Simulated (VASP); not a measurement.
# C (Cmme) in VASP: a series of runs

The runs below take C through single point, relaxation of cell and atoms, with PBE.

Everything below comes from runs of VASP 6.6.1. Logs are shortened: lines on timing, memory, paths and dates and some standing lists are left out, and cuts for length are marked.

## (1) The cell of the first run

The structure is orthorhombic, space group Cmme (No. 67). Conventional cell: a = 4.282 Å, b = 4.825 Å, c = 4.244 Å, α = 90.00°, β = 90.00°, γ = 90.00°. Within 1.9 Å of C (site symmetry 2) lie 3 C at 1.46 Å. Within 1.9 Å of C (site symmetry m) lie 4 C at 1.46 to 1.47 Å.

The cell was built from a structure type or drawn by symmetry, and may not be a known phase.

## (2) Single point, PBE

Contents of INCAR:

```
SYSTEM = C
PREC = Accurate ; ENCUT = 520
EDIFF = 1E-7 ; ISMEAR = 0
SIGMA = 0.1 ; LREAL = .False.
LASPH = .True. ; NELM = 60
ALGO = Normal ; ISIF = 2
LWAVE = .False. ; LCHARG = .True.
GGA = PE ; LELF = .True.
LVHAR = .True. ; NBANDS = 26
```

Contents of KPOINTS:

```
Automatic mesh
0
Gamma
  6 6 4
  0 0 0
```

Contents of POSCAR:

```
C
1.0
    2.1411303600     -2.4126624700      0.0000000000
    2.1411303600      2.4126624700      0.0000000000
    0.0000000000      0.0000000000      4.2441822200
C
8
Direct
    0.7500000000      0.7500000000      0.8280935200
    0.7500000000      0.7500000000      0.1719064800
    0.2500000000      0.2500000000      0.8280935200
    0.2500000000      0.2500000000      0.1719064800
    0.9203786400      0.4203786400      0.3469239600
    0.0796213600      0.5796213600      0.6530760400
    0.5796213600      0.0796213600      0.3469239600
    0.4203786400      0.9203786400      0.6530760400
```

Potentials or basis: VASP PAW PBE potentials, release 64 (C).

Started as:

```
$ cat potpaw_PBE.64/C/POTCAR > POTCAR
$ mpirun -np 1 vasp_std > vasp.out
```

OUTCAR:

```text
SYSTEM = C
   PREC = Accurate
   ENCUT = 520
   EDIFF = 1E-7
   ISMEAR = 0
   LREAL = .False.
   LASPH = .True.
   NELM = 60
   ISIF = 2
   GGA = PE

 ion  position               nearest neighbor table
   1  0.750  0.750  0.828-   6 1.46   8 1.46   2 1.46
   2  0.750  0.750  0.172-   5 1.46   7 1.46   1 1.46
   3  0.250  0.250  0.828-   6 1.46   8 1.46   4 1.46
   4  0.250  0.250  0.172-   5 1.46   7 1.46   3 1.46
   5  0.920  0.420  0.347-   2 1.46   4 1.46   7 1.46   6 1.47
   6  0.080  0.580  0.653-   1 1.46   3 1.46   8 1.46   5 1.47
   7  0.580  0.080  0.347-   2 1.46   4 1.46   5 1.46   8 1.47
   8  0.420  0.920  0.653-   1 1.46   3 1.46   6 1.46   7 1.47

  LATTYP: Found a base centered orthorhombic cell.
 ALAT       =     4.2822607200
 B/A-ratio  =     1.1268171780
 C/A-ratio  =     0.9911078511

  Lattice vectors:

 A1 = (   2.1411303600,  -2.4126624700,   0.0000000000)
 A2 = (   2.1411303600,   2.4126624700,   0.0000000000)
 A3 = (   0.0000000000,   0.0000000000,   4.2441822200)

Analysis of symmetry for initial positions (statically):
=====================================================================
 Subroutine PRICEL returns:
 Original cell was already a primitive cell.

 Routine SETGRP: Setting up the symmetry group for a
 base centered orthorhombic supercell.

 Subroutine GETGRP returns: Found  8 space group operations
 (whereof  4 operations were pure point group operations)
 out of a pool of  8 trial point group operations.

The static configuration has the point symmetry C_2h.
 The point group associated with its full space group is D_2h.

Analysis of symmetry for dynamics (positions and initial velocities):
=====================================================================
 Subroutine PRICEL returns:
 Original cell was already a primitive cell.

 Routine SETGRP: Setting up the symmetry group for a
 base centered orthorhombic supercell.

 Subroutine GETGRP returns: Found  8 space group operations
 (whereof  4 operations were pure point group operations)
 out of a pool of  8 trial point group operations.

The dynamic configuration has the point symmetry C_2h.
 The point group associated with its full space group is D_2h.

 Subroutine INISYM returns: Found  8 space group operations
 (whereof  4 operations are pure point group operations),
 and found     1 'primitive' translations

[... 108 lines left out ...]
   EDIFFG = 0.1E-05   stopping-criterion for IOM
   NSW    =      0    number of steps for IOM
   IBRION =     -1    ionic relax: 0-MD 1-quasi-New 2-CG
   NFREE  =      0    steps in history (QN), initial steepest desc. (CG)
   ISIF   =      2    stress and relaxation
   ISYM   =      2    0-nonsym 1-usesym 2-fastsym
   POTIM  = 0.5000    time-step for ionic-motion
   TEBEG  =    0.0;   TEEND  =   0.0 temperature during run
   PSTRESS=    0.0 pullay stress
   NELECT =      32.0000    total number of electrons
   NUPDOWN=      -1.0000    fix difference up-down
   EMIN   =  10.00;   EMAX   =-10.00  energy-range for DOS
   EFERMI =   0.00;   METHOD = LEGACY
   ISMEAR =     0;   SIGMA  =   0.10  broadening in eV -4-tet -1-fermi 0-gaus
   EFERMI_NEDOS =   21; number of points for ismear=-14 and -15
   IALGO  =     38    algorithm
   IMIX   =      4    mixing-type and parameters
     AMIX     =   0.40;   BMIX     =  1.00
     AMIX_MAG =   1.60;   BMIX_MAG =  1.00
  volume/ion in A,a.u.               =       5.48        36.99
  Fermi-wavevector in a.u.,A,eV,Ry     =   1.473908  2.785281 29.557346  2.172404
  Thomas-Fermi vector in A             =   2.588744
   LORBIT       =      0    0 simple, 1 ext, 2 COOP (PROOUT), +10 PAW based schemes
   GGA     = PE    functional components
   LHFCALC =     F    Hartree Fock is set to
   AEXX    =    0.0000 exact exchange contribution
   IVDW    =     0    specifies the selected vdW correction
   LEPSILON=     F    determine dielectric tensor
   LRPA    =     F    only Hartree local field effects (RPA)
 non-spin polarized calculation
 Gauss-broadening in eV      SIGMA  =   0.10
  energy-cutoff  :      520.00
  volume of cell :       43.85
 maximum number of plane-waves:      1192
   NGX = 11   NGY = 11   NGZ = 15

 number of electron      31.9999998 magnetization

 Free energy of the ion-electron system (eV)
  ---------------------------------------------------
  ext. energy  EPLUGINS =         0.00000000
  ---------------------------------------------------
  free energy    TOTEN  =       -66.46820114 eV

  energy without entropy =      -66.46560916  energy(sigma->0) =      -66.46690515

 E-fermi :  11.5208     XC(G=0): -13.3660

 val. band max:       11.4807381528   @ k =   0.3333   0.0000   0.0000
 cond. band min:      11.6184820619   @ k =   0.1667  -0.0000   0.0000
 fundamental gap:      0.1377439092
 Fermi energy:        11.5207626090

 k-point     1 :       0.0000    0.0000    0.0000
  band No.  band energies     occupation
      1     -12.2003      2.00000
      2      -7.0810      2.00000
      3      -4.7536      2.00000
      4      -3.0935      2.00000
      5      -2.3895      2.00000
      6       0.5252      2.00000
[... 685 lines left out ...]
     25      21.9889      0.00000
     26      23.1534      0.00000

 [... further k-points ...]

------------------------ aborting loop because EDIFF is reached ----------------------------------------

  FORCE on cell =-STRESS in cart. coord.  units (eV):
  Direction    XX          YY          ZZ          XY          YZ          ZX
  --------------------------------------------------------------------------------------
  -------------------------------------------------------------------------------------
  Total       19.5508795     20.2765162     10.5356164      0.0000000      0.0000000      0.0000000
  in kB      714.3535158    740.8669566    384.9522254      0.0000000      0.0000000      0.0000000
  external PRESSURE =     613.3908993 kB  Pullay stress =       0.0000000 kB

 VOLUME and BASIS-vectors are now :
 -----------------------------------------------------------------------------
  energy-cutoff  :      520.00
  volume of cell :       43.85
      direct lattice vectors                 reciprocal lattice vectors
     2.141130360 -2.412662470  0.000000000     0.233521512 -0.207239929  0.000000000
     2.141130360  2.412662470  0.000000000     0.233521512  0.207239929  0.000000000
     0.000000000  0.000000000  4.244182220     0.000000000  0.000000000  0.235616651

 POSITION                                       TOTAL-FORCE (eV/Angst)
 -----------------------------------------------------------------------------------
      3.21170      0.00000      3.51458         0.000000     -0.000000      2.739033
      3.21170      0.00000      0.72960         0.000000      0.000000     -2.739033
      1.07057      0.00000      3.51458        -0.000000     -0.000000      2.739033
      1.07057      0.00000      0.72960        -0.000000      0.000000     -2.739033
      2.87074     -1.20633      1.47241         2.872146      0.000000     -0.707551
      1.41152      1.20633      2.77177        -2.872146      0.000000      0.707551
      1.41152     -1.20633      1.47241        -2.872146      0.000000     -0.707551
      2.87074      1.20633      2.77177         2.872146      0.000000      0.707551
 -----------------------------------------------------------------------------------
    total drift:                               -0.000000     -0.000000      0.000000

  FREE ENERGIE OF THE ION-ELECTRON SYSTEM (eV)
  ---------------------------------------------------
  free  energy   TOTEN  =       -66.4682011366 eV

  energy  without entropy=      -66.4656091613  energy(sigma->0) =      -66.46690515
```

OSZICAR:

```text
N       E                     dE             d eps       ncg     rms          rms(c)
DAV:   1     0.788827417208E+02    0.78883E+02   -0.17088E+04  2028   0.121E+03
DAV:   2    -0.643894188060E+02   -0.14327E+03   -0.13327E+03  2576   0.244E+02
DAV:   3    -0.699914542668E+02   -0.56020E+01   -0.55368E+01  2720   0.430E+01
DAV:   4    -0.700405919085E+02   -0.49138E-01   -0.49074E-01  2504   0.447E+00
DAV:   5    -0.700413623093E+02   -0.77040E-03   -0.77000E-03  2682   0.504E-01    0.126E+01
DAV:   6    -0.673263215390E+02    0.27150E+01   -0.19968E+00  2390   0.784E+00    0.742E+00
DAV:   7    -0.664607220101E+02    0.86560E+00   -0.20564E+00  2462   0.807E+00    0.193E+00
DAV:   8    -0.664674492685E+02   -0.67273E-02   -0.62221E-02  2484   0.149E+00    0.523E-01
DAV:   9    -0.664681357655E+02   -0.68650E-03   -0.30948E-03  2506   0.382E-01    0.570E-02
DAV:  10    -0.664681724703E+02   -0.36705E-04   -0.34038E-04  2556   0.112E-01    0.199E-02
DAV:  11    -0.664681931229E+02   -0.20653E-04   -0.18997E-05  2468   0.325E-02    0.113E-02
DAV:  12    -0.664682010844E+02   -0.79615E-05   -0.85997E-06  2280   0.196E-02    0.175E-03
DAV:  13    -0.664682011366E+02   -0.52135E-07   -0.37310E-07  2590   0.413E-03
   1 F= -.66468201E+02 E0= -.66466905E+02  d E =-.259198E-02
```

stdout:

```text
POSCAR found type information on POSCAR C
 POSCAR found :  1 types and       8 ions
 scaLAPACK will be used
 LDA part: xc-table for (Slater+PW92), standard interpolation
 POSCAR, INCAR and KPOINTS ok, starting setup
 FFT: planning ... GRIDC
 FFT: planning ... GRID_SOFT
 FFT: planning ... GRID
 WAVECAR not read
 entering main loop
```

It took 14 s on 1 thread of Intel Xeon 6975P-C (Granite Rapids), shared host; peak memory 0.15 GiB.

What came out:

```
Free energy            : -66.4682 eV
Pressure               : 61.3 GPa
Largest force          : 2.958 eV/Å
Band gap on the k mesh : zero (bands 16 and 17 overlap by 2.49 eV)
```

Forces in eV/Å, atoms in the order of the input:
```
C    0.000  0.000  2.739
C    0.000  0.000 -2.739
C    0.000  0.000  2.739
C    0.000  0.000 -2.739
C    2.872  0.000 -0.708
C   -2.872  0.000  0.708
C   -2.872  0.000 -0.708
C    2.872  0.000  0.708
```

Caveat: the k points lie up to 0.37 Å⁻¹ apart, too coarse for converged energies and pressures of a metal; this functional lacks dispersion, which binds the layers, so the pressure and a relaxed spacing across them are unreliable; forces of over 1 eV/Å act on the atoms, so gaps and moduli don't describe the material at rest.

## (3) Relaxation of cell and atoms, PBE

Contents of INCAR:

```
  PREC = Accurate
  ENCUT = 600
  EDIFF = 1E-6
  ISMEAR = 0
  SIGMA = 0.1
  LREAL = False
  LASPH = True
  NELM = 80
  ALGO = Normal
  ISIF = 3
  LWAVE = False
  LCHARG = False
  GGA = PE
  IBRION = 2
  NSW = 90
  EDIFFG = -0.04
```

Contents of KPOINTS:

```
Automatic mesh
0
Gamma
  6 6 4
```

POSCAR is that of step 2.

Potentials or basis: VASP PAW PBE potentials, release 64 (C).

Started as:

```
$ cat potpaw_PBE.64/C/POTCAR > POTCAR
$ mpirun -np 1 vasp_std > vasp.out
```

Run time: 5.4 min. Hardware: 1 thread of Intel Xeon 6975P-C (Granite Rapids), shared host; peak memory 0.18 GiB.

The run converged. Its results:

```
Free energy                           : -72.9279 eV
Relaxed volume                        : 8.28 Å³/atom
Relaxed cell                          : a = 3.998 Å, b = 3.998 Å, c = 4.270 Å, α = 90.00°, β = 90.00°, γ = 75.99°
Space group after relaxing (to 0.1 Å) : P6/mmm (No. 191)
Energy gained by relaxing             : 804.8 meV/atom
Ionic steps                           : 29
Pressure after relaxing               : -0.2 GPa
Largest force after relaxing          : 0.025 eV/Å
Band gap on the k mesh                : zero (bands 16 and 17 overlap by 1.20 eV)
```

Forces on the atoms (eV/Å):
```
C    0.000  0.000  0.018
C    0.000  0.000 -0.018
C    0.000  0.000  0.018
C    0.000  0.000 -0.018
C   -0.025  0.000 -0.005
C    0.025  0.000  0.005
C    0.025  0.000 -0.005
C   -0.025  0.000  0.005
```

Stress tensor (GPa, compression positive):
```
-0.53  0.00  0.00
 0.00  0.30  0.00
 0.00  0.00 -0.48
```

The path:
```csv
step,energy change (eV),largest force (eV/Å),pressure (GPa),volume (Å³)
1,0.0000,2.9586,60.61,43.85
2,0.7257,8.5720,-24.28,58.32
3,-1.6084,2.0628,4.77,49.59
4,-1.5979,3.6554,-13.86,54.85
5,-2.0837,0.9836,-7.56,51.98
6,-2.6099,2.3142,13.91,52.35
7,-2.5548,3.1602,27.42,52.41
8,-2.6235,2.5173,18.34,52.38
9,-2.9364,2.9052,21.82,53.16
10,-3.9475,3.0802,35.35,55.34
11,-3.5207,3.6275,73.16,58.96
12,-4.4685,2.5783,48.05,56.67
13,-4.4681,2.3544,54.02,57.28
14,-4.6943,2.2608,51.82,58.47
15,-4.9521,2.2807,47.15,61.04
16,-5.3330,1.8219,38.86,61.91
17,-6.0875,1.0062,16.86,64.59
18,-6.1171,1.6558,-16.40,70.13
19,-6.3221,1.2448,-2.55,67.53
20,-6.3231,1.2150,-1.48,67.35
21,-6.3531,0.9237,-2.03,67.37
22,-6.3842,0.7184,-3.22,67.43
23,-6.4046,0.5689,-2.59,67.23
24,-6.4297,0.3241,-0.80,66.65
25,-6.4350,0.1229,-0.47,66.51
26,-6.4363,0.0945,-0.19,66.39
27,-6.4373,0.0423,-0.27,66.34
28,-6.4378,0.0549,-0.38,66.28
29,-6.4382,0.0253,-0.24,66.21
```

Final structure:
```
C
1.0
     3.15030   -2.46107    0.00000
     3.15030    2.46107    0.00000
     0.00000    0.00000    4.26960
C
8
Direct
  0.75000 0.75000 0.83315
  0.75000 0.75000 0.16685
  0.25000 0.25000 0.83315
  0.25000 0.25000 0.16685
  0.00019 0.50019 0.33321
  0.99981 0.49981 0.66679
  0.49981 0.99981 0.33321
  0.50019 0.00019 0.66679
```

Levels at points of the mesh, in eV from the Fermi level:
```tsv
k point	band 12	band 13	band 14	band 15	band 16	band 17	band 18	band 19	band 20	band 21
(0.00, 0.00, 0.00)	-3.78	-3.78	-3.11	-3.08	-1.32	1.99	1.99	3.03	4.86	7.10
(0.50, 0.00, 0.00)	-6.27	-5.16	-5.16	-1.05	-1.05	0.97	0.97	8.28	8.28	9.00
(0.50, 0.50, 0.00)	-3.36	-3.04	-3.01	-1.54	-1.54	0.58	3.73	3.73	7.72	8.45
(0.00, 0.00, 0.50)	-5.12	-4.52	-4.52	-3.33	-3.32	0.56	0.56	6.56	6.56	7.93
(0.50, 0.00, 0.50)	-6.70	-4.71	-4.71	-4.70	-4.70	5.24	5.24	5.24	5.24	9.26
(0.50, 0.50, 0.50)	-6.51	-5.03	-5.03	-1.28	-1.28	3.00	3.00	6.62	6.63	7.05
```

Caveat: the k points lie up to 0.37 Å⁻¹ apart in the final cell, too coarse for converged energies and pressures of a metal; the volume moved by over 15 % at a fixed basis, so the end points are rough; this functional lacks dispersion, which binds the layers, so the pressure and a relaxed spacing across them are unreliable.

## (4) Single point, PBE, collinear spin

Contents of INCAR:

```
SYSTEM = C
PREC = Accurate ; ENCUT = 520
EDIFF = 1E-6 ; ISMEAR = 0
SIGMA = 0.1 ; LREAL = .False.
LASPH = .True. ; NELM = 150
ALGO = Normal ; ISIF = 2
LWAVE = .False. ; LCHARG = .False.
ISPIN = 2 ; MAGMOM = 1 1 1 1 1 1 1 1
LORBIT = 11 ; GGA = PE
NBANDS = 30
```

Contents of KPOINTS:

```
regular mesh
0
Gamma
  6 6 4
  0 0 0
```

POSCAR is that of step 3.

Started as:

```
$ cat potpaw_PBE.64/C/POTCAR > POTCAR
$ mpirun -np 1 vasp_std > vasp.out
```

Run time: 35 s. Hardware: 1 thread of Intel Xeon 6975P-C (Granite Rapids), shared host; peak memory 0.19 GiB.

The run converged. Its results:

- Free energy: -66.4682 eV
- Pressure: 61.3 GPa
- Largest force: 2.958 eV/Å
- Band gap on the k mesh: zero (filled and empty bands overlap)
- Net moment: 0.00 μB per cell
- Valence electrons inside the program's atomic spheres: C 2.63, 2.75 (each value once)

Forces on the atoms (eV/Å):
```
C    0.000  0.000  2.739
C    0.000  0.000 -2.739
C    0.000  0.000  2.739
C    0.000  0.000 -2.739
C    2.872  0.000 -0.707
C   -2.872  0.000  0.707
C   -2.872  0.000 -0.707
C    2.872  0.000  0.707
```

Stress tensor (GPa, compression positive):
```
71.44  0.00  0.00
 0.00 74.09  0.00
 0.00  0.00 38.50
```

Levels at points of the mesh, in eV from the Fermi level:
Spin up:
| k point | band 12 | band 13 | band 14 | band 15 | band 16 | band 17 | band 18 | band 19 | band 20 | band 21 |
| --- | --- | --- | --- | --- | --- | --- | --- | --- | --- | --- |
| (0.00, 0.00, 0.00) | -7.76 | -7.62 | -4.29 | -3.31 | -2.33 | 0.79 | 2.46 | 4.23 | 4.93 | 5.61 |
| (0.50, 0.00, 0.00) | -6.72 | -5.73 | -5.73 | -2.49 | -2.49 | 0.80 | 0.80 | 6.39 | 6.39 | 8.02 |
| (0.50, 0.50, 0.00) | -6.30 | -5.45 | -2.55 | -2.33 | 1.17 | 3.44 | 6.35 | 7.66 | 7.81 | 8.16 |
| (0.00, 0.00, 0.50) | -7.15 | -6.05 | -5.39 | -5.16 | -2.86 | 1.79 | 3.43 | 3.64 | 4.83 | 6.93 |
| (0.50, 0.00, 0.50) | -7.50 | -7.23 | -7.23 | -2.97 | -2.97 | 1.18 | 1.18 | 6.57 | 6.57 | 7.77 |
| (0.50, 0.50, 0.50) | -6.05 | -4.34 | -4.09 | -2.69 | -0.77 | 2.97 | 3.42 | 4.60 | 6.12 | 8.11 |
Spin down:
```csv
k point,band 13,band 14,band 15,band 16,band 17,band 18,band 19,band 20
"(0.00, 0.00, 0.00)",-7.62,-4.29,-3.31,-2.33,0.79,2.46,4.23,4.93
"(0.50, 0.00, 0.00)",-5.73,-5.73,-2.49,-2.49,0.80,0.80,6.39,6.39
"(0.50, 0.50, 0.00)",-5.45,-2.55,-2.33,1.17,3.44,6.35,7.66,7.81
"(0.00, 0.00, 0.50)",-6.05,-5.39,-5.16,-2.86,1.79,3.43,3.64,4.83
"(0.50, 0.00, 0.50)",-7.23,-7.23,-2.97,-2.97,1.18,1.18,6.57,6.57
"(0.50, 0.50, 0.50)",-4.34,-4.09,-2.69,-0.77,2.97,3.42,4.60,6.12
```

Caveat: the k points lie up to 0.37 Å⁻¹ apart, too coarse for converged energies and pressures of a metal; this functional lacks dispersion, which binds the layers, so the pressure and a relaxed spacing across them are unreliable; forces of over 1 eV/Å act on the atoms, so gaps and moduli don't describe the material at rest.

## (5) The runs side by side

```tsv
task	spin	cell	cutoff (eV)	gap on the mesh (eV)	pressure (GPa)	largest force (eV/Å)
single point	off	as given	520	none	61.3	2.96
relaxation of cell and atoms	off	relaxed	600	none	-0.2	0.03
single point	collinear	as given	520	none	61.3	2.96
```

Alike in all rows: level PBE; potentials or basis VASP PAW PBE potentials, release 64 (C); k mesh 6 × 6 × 4; smearing gaussian 0.1 eV.

Caveats: all runs use coarse meshes; this functional lacks dispersion, which binds the layers, so the pressure and a relaxed spacing across them are unreliable; forces of over 1 eV/Å act on the atoms, so gaps and moduli don't describe the material at rest (at least some runs); the volume moved by over 15 % at a fixed basis, so the end points are rough (at least some runs).

Absolute energies hang on the potentials; compare differences alone.
